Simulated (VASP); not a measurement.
# BaTiO3 (R3m) in VASP: notebook

BaTiO3 is run at these levels: r2SCAN; tasks: single point.

All numbers are computed with VASP 6.6.1; they aren't measurements. Logs are shortened: lines on timing, memory, paths and dates and some standing lists are left out, and cuts for length are marked.

**1. The cell of the first run**

Symmetry: R3m, No. 160, trigonal system. Conventional cell: a = 5.601 Å, b = 5.601 Å, c = 6.888 Å, α = 90.00°, β = 90.00°, γ = 120.00°. Within 3.6 Å of Ba (site symmetry 3m) lie 12 O at 2.76 to 2.86 Å and 8 Ti at 3.34 to 3.55 Å. Ti (site symmetry 3m) has 6 O at 1.86 to 2.12 Å within 2.5 Å. Within 2.5 Å of O (site symmetry m) lie 2 Ti at 1.86 to 2.12 Å.

**2. Single point, r2SCAN**

File POSCAR:

```
BaTiO3
1.0
    3.9767834700      3.9658975900      0.0000000000
    0.0217321400      3.9767339400      3.9658876800
    3.9767834700      0.0108363500      3.9658876800
Ba Ti O
2 2 6
Direct
    0.0000000000      0.0000000000      0.0000000000
    0.5000000000      0.5000000000      0.5000000000
    0.2426500000      0.2426500000      0.2426500000
    0.7426500000      0.7426500000      0.7426500000
    0.4995500000      0.0092500000      0.0092500000
    0.9995500000      0.5092500000      0.5092500000
    0.0092500000      0.4995500000      0.0092500000
    0.5092500000      0.9995500000      0.5092500000
    0.0092500000      0.0092500000      0.4995500000
    0.5092500000      0.5092500000      0.9995500000
```

File INCAR.step1:

```
  ALGO = Normal
  EDIFF = 1E-4
  ENCUT = 520
  GGA = PE
  ISMEAR = -1
  LASPH = T
  LCHARG = F
  LREAL = F
  LWAVE = T
  NBANDS = 51
  NELM = 60
  PREC = Accurate
  SIGMA = 0.1
```

File INCAR.step2:

```
  ALGO = Normal
  EDIFF = 1E-6
  ENCUT = 520
  ISIF = 2
  ISMEAR = -1
  ISTART = 1
  LASPH = T
  LCHARG = T
  LELF = T
  LMIXTAU = T
  LREAL = F
  LVHAR = T
  LWAVE = F
  METAGGA = R2SCAN
  NBANDS = 51
  NELM = 60
  PREC = Accurate
  SIGMA = 0.1
```

File KPOINTS:

```
k-points
0
Gamma
  4 4 4
```

Potentials or basis: VASP PAW PBE potentials, release 64 (Ba_sv, Ti_sv, O).

Command:

```console
$ cat potpaw_PBE.64/Ba_sv/POTCAR potpaw_PBE.64/Ti_sv/POTCAR potpaw_PBE.64/O/POTCAR > POTCAR
$ cp INCAR.step1 INCAR
$ mpirun -np 1 vasp_std > vasp.out
$ cp INCAR.step2 INCAR
$ mpirun -np 1 vasp_std > vasp.out
```

OUTCAR:

```text
EDIFF = 1E-6
   ENCUT = 520
   ISIF = 2
   ISMEAR = -1
   ISTART = 1
   LASPH = T
   LREAL = F
   METAGGA = R2SCAN
   NELM = 60
   PREC = Accurate

 ion  position               nearest neighbor table
   1  0.000  0.000  0.000-   7 2.76   5 2.76   9 2.76   8 2.80   6 2.80   8 2.80   6 2.80  10 2.80
                            10 2.80   7 2.86   5 2.86   9 2.86   3 3.34   4 3.40   4 3.40   4 3.40
   2  0.500  0.500  0.500-   8 2.76   6 2.76  10 2.76   7 2.80   5 2.80   7 2.80   5 2.80   9 2.80
                             9 2.80   8 2.86   6 2.86  10 2.86   4 3.34   3 3.40   3 3.40   3 3.40
   3  0.243  0.243  0.243-   9 1.86   5 1.86   7 1.86  10 2.12   6 2.12   8 2.12   1 3.34   2 3.40
                             2 3.40   2 3.40   1 3.47   1 3.47   1 3.47   2 3.55
   4  0.743  0.743  0.743-  10 1.86   6 1.86   8 1.86   9 2.12   5 2.12   7 2.12   2 3.34   1 3.40
                             1 3.40   1 3.40   2 3.47   2 3.47   2 3.47   1 3.55
   5  0.500  0.009  0.009-   3 1.86   4 2.12   1 2.76   2 2.80   2 2.80   1 2.86
   6  1.000  0.509  0.509-   4 1.86   3 2.12   2 2.76   1 2.80   1 2.80   2 2.86
   7  0.009  0.500  0.009-   3 1.86   4 2.12   1 2.76   2 2.80   2 2.80   1 2.86
   8  0.509  1.000  0.509-   4 1.86   3 2.12   2 2.76   1 2.80   1 2.80   2 2.86
   9  0.009  0.009  0.500-   3 1.86   4 2.12   1 2.76   2 2.80   2 2.80   1 2.86
  10  0.509  0.509  1.000-   4 1.86   3 2.12   2 2.76   1 2.80   1 2.80   2 2.86

  LATTYP: Found a trigonal (rhomboedric) cell.
 ALAT       =     5.6163289132
 COS(alpha) =     0.5027317626

  Lattice vectors:

 A1 = (   3.9767834700,   3.9658975900,   0.0000000000)
 A2 = (   0.0217321400,   3.9767339400,   3.9658876800)
 A3 = (   3.9767834700,   0.0108363500,   3.9658876800)

Analysis of symmetry for initial positions (statically):
=====================================================================
 Subroutine PRICEL returns following result:

  LATTYP: Found a trigonal (rhomboedric) cell.
 ALAT       =     3.9659173703
 COS(alpha) =     0.0027398629

  Lattice vectors:

 A1 = (   0.0108660700,   0.0108363500,   3.9658876800)
 A2 = (   3.9659174000,   0.0000000000,   0.0000000000)
 A3 = (   0.0108660700,   3.9658975900,   0.0000000000)

   2 primitive cells build up your supercell.

 Routine SETGRP: Setting up the symmetry group for a
 trigonal (rhombohedral) supercell.

 Subroutine GETGRP returns: Found  6 space group operations
 (whereof  6 operations were pure point group operations)
 out of a pool of 12 trial point group operations.

The static configuration has the point symmetry C_3v.

Analysis of symmetry for dynamics (positions and initial velocities):
=====================================================================
 Subroutine PRICEL returns following result:

  LATTYP: Found a trigonal (rhomboedric) cell.
 ALAT       =     3.9659173703
 COS(alpha) =     0.0027398629

  Lattice vectors:

 A1 = (   0.0108660700,   0.0108363500,   3.9658876800)
 A2 = (   3.9659174000,   0.0000000000,   0.0000000000)
 A3 = (   0.0108660700,   3.9658975900,   0.0000000000)

   2 primitive cells build up your supercell.

 Routine SETGRP: Setting up the symmetry group for a
 trigonal (rhombohedral) supercell.

 Subroutine GETGRP returns: Found  6 space group operations
 (whereof  6 operations were pure point group operations)
 out of a pool of 12 trial point group operations.

The dynamic configuration has the point symmetry C_3v.

 Subroutine INISYM returns: Found  6 space group operations
 (whereof  6 operations are pure point group operations),
 and found     2 'primitive' translations

----------------------------------------------------------------------------------------

                                     Primitive cell

  volume of cell :      62.3772

  direct lattice vectors                    reciprocal lattice vectors
     0.010866070  0.010836350  3.965887680     0.000000000  0.000000000  0.252150358
     3.965917400  0.000000000  0.000000000     0.252148469 -0.000690856 -0.000688970
     0.010866070  3.965897590  0.000000000     0.000000000  0.252149728 -0.000688971

  length of vectors
     3.965917370  3.965917400  3.965912476     0.252150358  0.252150357  0.252150670

  position of ions in fractional coordinates (direct lattice)
     0.000000000  0.000000000  0.000000000
     0.485300000  0.485300000  0.485300000
     0.018500000  0.508800000  0.508800000
     0.508800000  0.018500000  0.508800000
     0.508800000  0.508800000  0.018500000

  ion indices of the primitive-cell ions
   primitive index   ion index
                 1           1
                 2           3
                 3           5
                 4           7
                 5           9

----------------------------------------------------------------------------------------

 KPOINTS: k-points

Automatic generation of k-mesh.
 Grid dimensions read from file:
 generate k-points for:    4    4    4

 Generating k-lattice:

  Cartesian coordinates                     Fractional coordinates (reciprocal lattice)
     0.031518559  0.031432359 -0.031691037     0.250000000  0.000000000  0.000000000
    -0.031518559  0.031605073  0.031518795     0.000000000  0.250000000  0.000000000
     0.031518559 -0.031605073  0.031518795    -0.000000000  0.000000000  0.250000000

  Length of vectors
     0.054641876  0.054641876  0.054641876

  Shift w.r.t. Gamma in fractional coordinates (k-lattice)
     0.000000000  0.000000000  0.000000000

 Subroutine IBZKPT returns following result:
 ===========================================

 Found     13 irreducible k-points:

 Following reciprocal coordinates:
            Coordinates               Weight
  0.000000  0.000000  0.000000      1.000000
  0.250000 -0.000000  0.000000      6.000000
  0.500000 -0.000000  0.000000      3.000000
  0.250000  0.250000 -0.000000      6.000000
  0.500000  0.250000  0.000000     12.000000
 -0.250000  0.250000  0.000000      6.000000
  0.500000  0.500000 -0.000000      3.000000
  0.250000  0.250000  0.250000      2.000000
  0.500000  0.250000  0.250000      6.000000
 -0.250000  0.250000  0.250000      6.000000
  0.500000  0.500000  0.250000      6.000000
 -0.250000  0.500000  0.250000      6.000000
  0.500000  0.500000  0.500000      1.000000
   k-points           NKPTS =     13   k-points in BZ     NKDIM =     13   number of bands    NBANDS=     51
   number of dos      NEDOS =    301   number of ions     NIONS =     10
   total plane-waves  NPLWV =  74088
   dimension x,y,z NGX =    42 NGY =   42 NGZ =   42
   dimension x,y,z NGXF=    84 NGYF=   84 NGZF=   84
   ions per type =               2   2   6
   NGX,Y,Z   is equivalent  to a cutoff of  12.43, 12.43, 12.43 a.u.
   NGXF,Y,Z  is equivalent  to a cutoff of  24.86, 24.86, 24.86 a.u.
 SYSTEM =  unknown system
   PREC   = accura    normal or accurate (medium, high low for compatibility)
   ISTART =      1    job   : 0-new  1-cont  2-samecut
   ICHARG =      0    charge: 1-file 2-atom 10-const
   ISPIN  =      1    spin polarized calculation?
   LNONCOLLINEAR =      F non collinear calculations
   LSORBIT =      F    spin-orbit coupling
   LASPH  =      T    aspherical Exc in radial PAW
   ENCUT  =  520.0 eV  38.22 Ry    6.18 a.u.  10.44 10.44 10.44*2*pi/ulx,y,z
   NELM   =     60;   NELMIN=  2; NELMDL=  0     # of ELM steps
   EDIFF  = 0.1E-05   stopping-criterion for ELM
   LREAL  =      F    real-space projection
   EDIFFG = 0.1E-04   stopping-criterion for IOM
   NSW    =      0    number of steps for IOM
   IBRION =     -1    ionic relax: 0-MD 1-quasi-New 2-CG
   NFREE  =      0    steps in history (QN), initial steepest desc. (CG)
   ISIF   =      2    stress and relaxation
   ISYM   =      2    0-nonsym 1-usesym 2-fastsym
   POTIM  = 0.5000    time-step for ionic-motion
   TEBEG  =    0.0;   TEEND  =   0.0 temperature during run
   PSTRESS=    0.0 pullay stress
   NELECT =      80.0000    total number of electrons
   NUPDOWN=      -1.0000    fix difference up-down
   EMIN   =  10.00;   EMAX   =-10.00  energy-range for DOS
   EFERMI =   0.00;   METHOD = LEGACY
   ISMEAR =    -1;   SIGMA  =   0.10  broadening in eV -4-tet -1-fermi 0-gaus
   EFERMI_NEDOS =   21; number of points for ismear=-14 and -15
   IALGO  =     38    algorithm
   IMIX   =      4    mixing-type and parameters
     AMIX     =   0.40;   BMIX     =  1.00
     AMIX_MAG =   1.60;   BMIX_MAG =  1.00
  volume/ion in A,a.u.               =      12.48        84.19
  Fermi-wavevector in a.u.,A,eV,Ry     =   1.411734  2.667791 27.116327  1.992994
  Thomas-Fermi vector in A             =   2.533555
   LORBIT       =      0    0 simple, 1 ext, 2 COOP (PROOUT), +10 PAW based schemes
   METAGGA = R2SCAN    functional components
   LHFCALC =     F    Hartree Fock is set to
   AEXX    =    0.0000 exact exchange contribution
   IVDW    =     0    specifies the selected vdW correction
   LEPSILON=     F    determine dielectric tensor
   LRPA    =     F    only Hartree local field effects (RPA)
 non-spin polarized calculation
  energy-cutoff  :      520.00
  volume of cell :      124.75
 maximum number of plane-waves:      3383
 NGX is ok and might be reduce to    42
   NGX = 21   NGY = 21   NGZ = 21

 number of electron      79.9999996 magnetization

 Free energy of the ion-electron system (eV)
  ---------------------------------------------------
  ext. energy  EPLUGINS =         0.00000000
  ---------------------------------------------------
  free energy    TOTEN  =      -148.34521275 eV

  energy without entropy =     -148.34521223  energy(sigma->0) =     -148.34521249

 E-fermi :   5.1432     XC(G=0): -12.0574

 val. band max:        3.6843775246   @ k =   0.0000   0.0000   0.0000
 cond. band min:       6.5435152266   @ k =   0.0000   0.0000   0.0000
 fundamental gap:      2.8591377020
 Fermi energy:         5.1431790285

 k-point     1 :       0.0000    0.0000    0.0000
  band No.  band energies     occupation
      1     -54.6809      2.00000
      2     -54.6768      2.00000
      3     -29.9695      2.00000
      4     -29.9694      2.00000
      5     -29.9606      2.00000
      6     -29.9084      2.00000
[... 43 lines left out ...]
     50       9.3413      0.00000
     51      11.1196      0.00000
[... 646 lines left out ...]
     50      10.5935      0.00000
     51      11.9305      0.00000

------------------------ aborting loop because EDIFF is reached ----------------------------------------

  FORCE on cell =-STRESS in cart. coord.  units (eV):
  Direction    XX          YY          ZZ          XY          YZ          ZX
  --------------------------------------------------------------------------------------
  -------------------------------------------------------------------------------------
  Total        7.6666911      7.6675374      7.6684145     -0.1579087     -0.1570469     -0.1574780
  in kB       98.4607142     98.4715824     98.4828474     -2.0279678     -2.0168999     -2.0224367
  external PRESSURE =      98.4717147 kB  Pullay stress =       0.0000000 kB

 VOLUME and BASIS-vectors are now :
 -----------------------------------------------------------------------------
  energy-cutoff  :      520.00
  volume of cell :      124.75
      direct lattice vectors                 reciprocal lattice vectors
     3.976783470  3.965897590  0.000000000     0.126074234  0.125729436 -0.126764150
     0.021732140  3.976733940  3.965887680    -0.126074234  0.126420292  0.126075178
     3.976783470  0.010836350  3.965887680     0.126074234 -0.126420292  0.126075180

 POSITION                                       TOTAL-FORCE (eV/Angst)
 -----------------------------------------------------------------------------------
      0.00000      0.00000      0.00000        -0.043541     -0.043422     -0.043303
      3.98765      3.97673      3.96589        -0.043541     -0.043422     -0.043303
      1.93521      1.92991      1.92465         0.326324      0.325431      0.324543
      5.92286      5.90664      5.89053         0.326324      0.325431      0.324543
      2.02359      2.01805      0.07337         0.056004      0.055851     -0.395101
      6.01124      5.99478      4.03926         0.056004      0.055851     -0.395101
      0.08443      2.02336      2.01784        -0.394792      0.057086      0.056930
      4.07208      6.00010      5.98373        -0.394792      0.057086      0.056930
      2.02359      0.07888      2.01784         0.056004     -0.394946      0.056930
      6.01124      4.05562      5.98373         0.056004     -0.394946      0.056930
 -----------------------------------------------------------------------------------
    total drift:                               -0.002314     -0.002497     -0.002302

  FREE ENERGIE OF THE ION-ELECTRON SYSTEM (eV)
  ---------------------------------------------------
  free  energy   TOTEN  =      -148.3452127531 eV

  energy  without entropy=     -148.3452122275  energy(sigma->0) =     -148.34521249
```

Wall time 13 min (1 thread of AMD EPYC 7R13, shared host); peak memory 0.29 GiB.

What came out:

* Free energy: -148.3452 eV
* Pressure: 9.8 GPa
* Largest force: 0.564 eV/Å
* Band gap on the k mesh: 2.86 eV

Forces in eV/Å, atoms in the order of the input:
```
Ba  -0.044 -0.043 -0.043
Ba  -0.044 -0.043 -0.043
Ti   0.326  0.325  0.325
Ti   0.326  0.325  0.325
O    0.056  0.056 -0.395
O    0.056  0.056 -0.395
O   -0.395  0.057  0.057
O   -0.395  0.057  0.057
O    0.056 -0.395  0.057
O    0.056 -0.395  0.057
```

Caveat: the PAW data sets were made with another functional, which shifts forces and pressure a little; spin-orbit coupling is left out, which moves the levels of the heavy elements. A k mesh can miss the band edges.

**3. Single point, r2SCAN**

POSCAR is that of step 2.

File INCAR.step1:

```
SYSTEM = BaTiO3
ALGO = Normal ; EDIFF = 1E-4
ENCUT = 520 ; GGA = PE
ISMEAR = -1 ; LASPH = .True.
LCHARG = .False. ; LREAL = .False.
LWAVE = .True. ; NBANDS = 51
NELM = 60 ; PREC = Accurate
SIGMA = 0.1
```

File INCAR.step2:

```
SYSTEM = BaTiO3
ALGO = Normal ; EDIFF = 1E-6
ENCUT = 520 ; ISIF = 2
ISMEAR = -1 ; ISTART = 1
LASPH = .True. ; LCHARG = .False.
LMIXTAU = .True. ; LREAL = .False.
LWAVE = .False. ; METAGGA = R2SCAN
NBANDS = 51 ; NELM = 60
PREC = Accurate ; SIGMA = 0.1
```

File KPOINTS:

```
k-points
0
Gamma
  6 6 6
  0 0 0
```

Potentials or basis: VASP PAW PBE potentials, release 64 (Ba_sv, Ti_sv, O).

Command:

```console
$ cat potpaw_PBE.64/Ba_sv/POTCAR potpaw_PBE.64/Ti_sv/POTCAR potpaw_PBE.64/O/POTCAR > POTCAR
$ cp INCAR.step1 INCAR
$ mpirun -np 1 vasp_std > vasp.out
$ cp INCAR.step2 INCAR
$ mpirun -np 1 vasp_std > vasp.out
```

Wall time 12 min (1 thread of AMD EPYC 7R13 (Zen 3), shared host); peak memory 0.36 GiB.

It converged, with:

```yaml
Free_energy: -148.3458 eV
Pressure: 9.8 GPa
Largest_force: 0.564 eV/Å
Band_gap_on_the_k_mesh: 2.86 eV
```

Forces on the atoms (eV/Å):
```
Ba  -0.043 -0.043 -0.043
Ba  -0.043 -0.043 -0.043
Ti   0.327  0.326  0.325
Ti   0.327  0.326  0.325
O    0.056  0.056 -0.396
O    0.056  0.056 -0.396
O   -0.395  0.057  0.057
O   -0.395  0.057  0.057
O    0.056 -0.396  0.057
O    0.056 -0.396  0.057
```

Stress tensor (GPa, compression positive):
```
 9.84 -0.20 -0.20
-0.20  9.84 -0.20
-0.20 -0.20  9.84
```

Levels at points of the mesh, in eV from the valence-band top:
| k point | band 38 | band 39 | band 40 | band 41 | band 42 | band 43 |
| --- | --- | --- | --- | --- | --- | --- |
| (0.00, 0.00, 0.00) | -0.02 | -0.02 | 0.00 | 2.86 | 2.86 | 2.99 |
| (0.50, 0.00, 0.00) | -0.68 | -0.62 | -0.62 | 3.86 | 3.86 | 4.09 |
| (0.50, 0.50, 0.00) | -0.87 | -0.84 | -0.10 | 3.04 | 4.34 | 4.42 |
| (0.50, 0.50, 0.50) | -0.78 | -0.60 | -0.60 | 4.07 | 4.07 | 4.07 |

Caveat: the PAW data sets were made with another functional, which shifts forces and pressure a little; spin-orbit coupling is left out, which moves the levels of the heavy elements. A k mesh can miss the band edges.
